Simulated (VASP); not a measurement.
# MgO (Periclase) (I4/mmm) in VASP: a series of runs, part 2 of 2

VASP 6.6.1.

### Step 5. Single point, PBE

This run uses another cell than the first one, of 9.44 Å³/atom, 1.027 times its volume.

Contents of INCAR:

```
PREC = Accurate
ENCUT = 600
EDIFF = 1E-6
ISMEAR = 0
SIGMA = 0.02
LREAL = F
LASPH = T
NELM = 120
ALGO = Normal
ISIF = 2
LWAVE = F
LCHARG = T
GGA = PE
LELF = T
LVHAR = T
NBANDS = 11
GGA_COMPAT = F
```

Contents of KPOINTS:

```
regular mesh
0
Gamma
  8 8 8
```

Contents of POSCAR:

```
MgO
1.0
    0.0000000000      2.1155283333      2.1085000000
    2.1155283333      0.0000000000      2.1085000000
    2.1155283333      2.1155283333      0.0000000000
Mg O
1 1
Direct
    0.0000000000      0.0000000000      0.0000000000
    0.5000000000      0.5000000000      0.5000000000
```

Potentials or basis: VASP PAW PBE potentials, release 64 (Mg, O).

Launch:

```
$ cat potpaw_PBE.64/Mg/POTCAR potpaw_PBE.64/O/POTCAR > POTCAR
$ mpirun -np 1 vasp_std > vasp.out
```

OUTCAR:

```text
PREC = Accurate
   ENCUT = 600
   EDIFF = 1E-6
   ISMEAR = 0
   LREAL = F
   LASPH = T
   NELM = 120
   ISIF = 2
   GGA = PE

 ion  position               nearest neighbor table
   1  0.000  0.000  0.000-   2 2.11   2 2.11   2 2.12   2 2.12   2 2.12   2 2.12
   2  0.500  0.500  0.500-   1 2.11   1 2.11   1 2.12   1 2.12   1 2.12   1 2.12

  LATTYP: Found a body centered tetragonal cell.
 ALAT       =     2.9918088605
 C/A-ratio  =     1.4095151785

  Lattice vectors:

 A1 = (   0.0000000000,  -2.1155283333,  -2.1085000000)
 A2 = (   0.0000000000,   2.1155283333,  -2.1085000000)
 A3 = (   2.1155283333,   0.0000000000,   2.1085000000)

Analysis of symmetry for initial positions (statically):
=====================================================================
 Subroutine PRICEL returns:
 Original cell was already a primitive cell.

 Routine SETGRP: Setting up the symmetry group for a
 body centered tetragonal supercell.

 Subroutine GETGRP returns: Found 16 space group operations
 (whereof 16 operations were pure point group operations)
 out of a pool of 16 trial point group operations.

The static configuration has the point symmetry D_4h.

[... 164 lines left out ...]
 fundamental gap:      4.6267128201
 Fermi energy:         3.2892318987

 k-point     1 :       0.0000    0.0000    0.0000
  band No.  band energies     occupation
      1     -14.1016      2.00000
      2       3.1042      2.00000
      3       3.1116      2.00000
      4       3.1116      2.00000
      5       7.7384      0.00000
      6      18.8422      0.00000
      7      18.8422      0.00000
      8      18.8769      0.00000
      9      22.7425      0.00000
     10      24.4521      0.00000
     11      24.5605      0.00000
[... 309 lines left out ...]
 k-point    24 :       0.3750    0.0000    0.1250
  band No.  band energies     occupation
      1     -13.1176      2.00000
      2      -0.4500      2.00000
      3       2.2664      2.00000
      4       2.4257      2.00000
      5      11.3216      0.00000
      6      14.9704      0.00000
      7      18.3797      0.00000
      8      19.9237      0.00000
      9      22.3349      0.00000
     10      25.5155      0.00000
     11      26.4052      0.00000

 [... further k-points ...]
[... 5 lines left out ...]
  --------------------------------------------------------------------------------------
  -------------------------------------------------------------------------------------
  Total        0.2123098      0.2123098      0.2910610      0.0000000      0.0000000      0.0000000
  in kB       18.0235076     18.0235076     24.7088915      0.0000000      0.0000000      0.0000000
  external PRESSURE =      20.2519689 kB  Pullay stress =       0.0000000 kB

 VOLUME and BASIS-vectors are now :
 -----------------------------------------------------------------------------
  energy-cutoff  :      600.00
  volume of cell :       18.87
      direct lattice vectors                 reciprocal lattice vectors
     0.000000000  2.115528333  2.108500000    -0.236347579  0.236347579  0.237135404
     2.115528333  0.000000000  2.108500000     0.236347579 -0.236347579  0.237135404
     2.115528333  2.115528333  0.000000000     0.236347579  0.236347579 -0.237135404

 POSITION                                       TOTAL-FORCE (eV/Angst)
 -----------------------------------------------------------------------------------
      0.00000      0.00000      0.00000        -0.000000      0.000000      0.000000
      2.11553      2.11553      2.10850         0.000000     -0.000000     -0.000000
 -----------------------------------------------------------------------------------
    total drift:                               -0.000000     -0.000000      0.000000

  FREE ENERGIE OF THE ION-ELECTRON SYSTEM (eV)
  ---------------------------------------------------
  free  energy   TOTEN  =       -11.9127174025 eV

  energy  without entropy=      -11.9127174025  energy(sigma->0) =      -11.91271740
```

OSZICAR:

```text
N       E                     dE             d eps       ncg     rms          rms(c)
DAV:   1     0.222380421543E+02    0.22238E+02   -0.50638E+03  1378   0.732E+02
DAV:   2    -0.124448601585E+02   -0.34683E+02   -0.33446E+02  1478   0.153E+02
DAV:   3    -0.134668871798E+02   -0.10220E+01   -0.10208E+01  1566   0.234E+01
DAV:   4    -0.134695299915E+02   -0.26428E-02   -0.26427E-02  1424   0.136E+00
DAV:   5    -0.134695383981E+02   -0.84067E-05   -0.84066E-05  1544   0.745E-02    0.720E+00
DAV:   6    -0.119311630147E+02    0.15384E+01   -0.88415E+00  1355   0.164E+01    0.224E+00
DAV:   7    -0.119186684105E+02    0.12495E-01   -0.55844E-02  1442   0.215E+00    0.135E+00
DAV:   8    -0.119131137778E+02    0.55546E-02   -0.28878E-02  1361   0.192E+00    0.242E-01
DAV:   9    -0.119127341562E+02    0.37962E-03   -0.55050E-04  1505   0.166E-01    0.138E-01
DAV:  10    -0.119127153902E+02    0.18766E-04   -0.50771E-04  1442   0.171E-01    0.823E-03
DAV:  11    -0.119127174493E+02   -0.20590E-05   -0.26573E-06  1502   0.137E-02    0.574E-03
DAV:  12    -0.119127174025E+02    0.46713E-07   -0.62352E-07   802   0.628E-03
   1 F= -.11912717E+02 E0= -.11912717E+02  d E =-.253466E-38
```

It took 14 s on 1 thread of AMD EPYC 7R13 (Zen 3), shared host; peak memory 0.12 GiB.

Results:

- Free energy: -11.9127 eV
- Pressure: 2.0 GPa
- Band gap on the k mesh: 4.63 eV, direct

Stress tensor (GPa, compression positive):
```
1.80 0.00 0.00
0.00 1.80 0.00
0.00 0.00 2.47
```

PBE gaps usually lie below the measured ones, often by a third to a half.

### Step 6. The runs side by side

| cell | gap on the mesh (eV) | pressure (GPa) |
| --- | --- | --- |
| a = 2.967, b = 2.967, c = 2.952 Å, angles 60.2, 60.2, 59.7°, 2 atoms | 4.88 | 6.6 |
| a = 2.972, b = 2.972, c = 2.962 Å, angles 60.1, 60.1, 59.8°, 2 atoms | 4.81 | 5.4 |
| a = 2.977, b = 2.977, c = 2.972 Å, angles 60.1, 60.1, 59.9°, 2 atoms | 4.75 | 4.2 |
| a = 2.987, b = 2.987, c = 2.992 Å, angles 59.9, 59.9, 60.1°, 2 atoms | 4.63 | 2.0 |

Alike in all rows: task single point; level PBE; potentials or basis VASP PAW PBE potentials, release 64 (Mg, O); no spin polarisation; k mesh 8 × 8 × 8; cutoff (eV) 600; smearing gaussian 0.02 eV.

Absolute energies hang on the potentials; compare differences alone.
